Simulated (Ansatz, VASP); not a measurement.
AlN: VASP beside Ansatz

Contents of INCAR:

```
  PREC = Accurate
  ENCUT = 520
  EDIFF = 1E-6
  ISMEAR = 0
  SIGMA = 0.05
  LREAL = False
  LASPH = True
  NELM = 60
  ALGO = Normal
  ISIF = 2
  LWAVE = False
  LCHARG = True
  GGA = PE
  LELF = True
  LVHAR = True
  NBANDS = 16
```

KPOINTS

```
regular mesh
0
Gamma
  12 12 6
```

File POSCAR:

```
AlN
1.0
    3.2945771400      0.0000000000      0.0000000000
   -1.6472885700      2.5685464649      0.0000000000
    0.0000000000      0.0000000000      5.0179796548
Al N
2 2
Direct
    0.3333333333      0.6666666667      0.0017287175
    0.6666666667      0.3333333333      0.5017287175
    0.3333333333      0.6666666667      0.3832712825
    0.6666666667      0.3333333333      0.8832712825
```

Input for Ansatz:

```yaml
crystal:
  lattice:
    - [3.29457714, 0.0, 0.0]
    - [-1.64728857, 2.5685464649, 0.0]
    - [0.0, 0.0, 5.0179796548]
  atoms:
    - { symbol: Al, position: [0.3333333333, 0.6666666667, 0.0017287175] }
    - { symbol: Al, position: [0.6666666667, 0.3333333333, 0.5017287175] }
    - { symbol: "N", position: [0.3333333333, 0.6666666667, 0.3832712825] }
    - { symbol: "N", position: [0.6666666667, 0.3333333333, 0.8832712825] }
basis:
  ecutwfc: 420
kpoints:
  mp_grid: { grid: [12, 12, 6] }
hamiltonian:
  xc: pbe
scf:
  occupations: { method: gaussian, width: 0.05 }
output:
  forces: true
  stress: true
  eigenvalues: true
```

Change from the starting cell: strain +0.0525 x Voigt [1, -1, 0, 0, 0, 0], atoms carried along.

Alike in both runs: task single point; functional PBE; k mesh 12 × 12 × 6; occupations gaussian, width 0.05 eV; no spin polarisation.

```csv
,VASP,Ansatz
version,VASP 6.6.1,Ansatz 0.2.0
potentials or method,"VASP PAW PBE potentials, release 64 (Al, N), cutoff 520 eV","scalar-relativistic, plane waves, PAW"
valence electrons in the cell,16,16
```

|  | VASP | Ansatz | Ansatz less VASP |
| --- | --- | --- | --- |
| gap on the k mesh at the Fermi level (eV) | 3.95 | 3.94 | -0.007 |
| least direct gap on the mesh (eV) | 3.95 | 3.94 | -0.007 |
| pressure (GPa) | 1.6 | 1.8 | +0.25 |
| traceless stress, the component that is largest in VASP (GPa) | 18.59 | 18.47 | -0.124 |
| rms of the force components (eV/Å) | 0.684 | 0.680 | -0.0044 |

Atom by atom the forces differ by 0.005 eV/Å (rms over components).
